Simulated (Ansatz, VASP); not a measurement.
# WSe2: VASP beside Ansatz

File INCAR:

```
SYSTEM = WSe2
  ALGO = Normal
  DIPOL = 0.5 0.5 0.401
  EDIFF = 1E-6
  ENCUT = 520
  GGA = PE
  IDIPOL = 3
  ISIF = 2
  ISMEAR = 0
  IVDW = 12
  LASPH = .True.
  LCHARG = .True.
  LDIPOL = .True.
  LELF = .True.
  LREAL = .False.
  LVACPOTAV = .True.
  LVHAR = .True.
  LWAVE = .False.
  NBANDS = 35
  NELM = 80
  PREC = Accurate
  SIGMA = 0.05
```

Contents of KPOINTS:

```
k-points
0
Gamma
  9 9 1
  0 0 0
```

File POSCAR:

```
WSe2
1.0
    3.2854929596      0.0000000000      0.0000000000
   -1.6427464798      2.8453203669      0.0000000000
    0.0000000000      0.0000000000     24.2386467078
Se W
4 2
Direct
    0.3333333333      0.6666666667      0.1856539292
    0.3333333333      0.6666666667      0.3246601780
    0.3333333333      1.1666666667      0.4777215285
    0.3333333333      1.1666666667      0.6167277773
    0.6666666667      0.3333333333      0.2551570536
    0.6666666667      0.8333333333      0.5472246529
```

Input for Ansatz:

```yaml
crystal:
  lattice:
    - [3.2854929596, 0.0, 0.0]
    - [-1.6427464798, 2.8453203669, 0.0]
    - [0.0, 0.0, 24.2386467078]
  atoms:
    - { symbol: Se, position: [0.3333333333, 0.6666666667, 0.1856539292] }
    - { symbol: W, position: [0.6666666667, 0.3333333333, 0.2551570536] }
    - { symbol: Se, position: [0.3333333333, 0.6666666667, 0.324660178] }
    - { symbol: Se, position: [0.3333333333, 1.1666666667, 0.4777215285] }
    - { symbol: W, position: [0.6666666667, 0.8333333333, 0.5472246529] }
    - { symbol: Se, position: [0.3333333333, 1.1666666667, 0.6167277773] }
basis:
  ecutwfc: 420
kpoints:
  mp_grid: { grid: [9, 9, 1] }
hamiltonian:
  xc: pbe
  pseudopotentials: { kind: paw, azcp: { folder: soft_1 } }
  dispersion: d3bj
scf:
  occupations: { method: gaussian, width: 0.05 }
output:
  forces: true
  eigenvalues: true
efield:
  axis: 3
  dipole_correction: true
  ramp_width: 0.04
```

Alike in both runs: task single point; functional PBE; dispersion D3(BJ); k mesh 9 × 9 × 1; occupations gaussian, width 0.05 eV; no spin polarisation.

|  | VASP | Ansatz |
| --- | --- | --- |
| version | VASP 6.6.1 | Ansatz 0.2.0 |
| potentials or method | VASP PAW PBE potentials, release 64 (Se, W_sv), cutoff 520 eV | scalar-relativistic, plane waves, PAW |
| valence electrons in the cell | 52 | 92 |

```csv
,VASP,Ansatz,Ansatz less VASP
gap on the k mesh at the Fermi level (eV),1.58,1.58,-0.001
least direct gap on the mesh (eV),1.66,1.67,+0.004
rms of the force components (eV/Å),0.047,0.031,-0.0166
```

VASP's potentials hold 52 valence electrons a cell and Ansatz's 92, so a difference there can come from the potentials and not from the codes.

Neither program's run includes spin-orbit coupling.
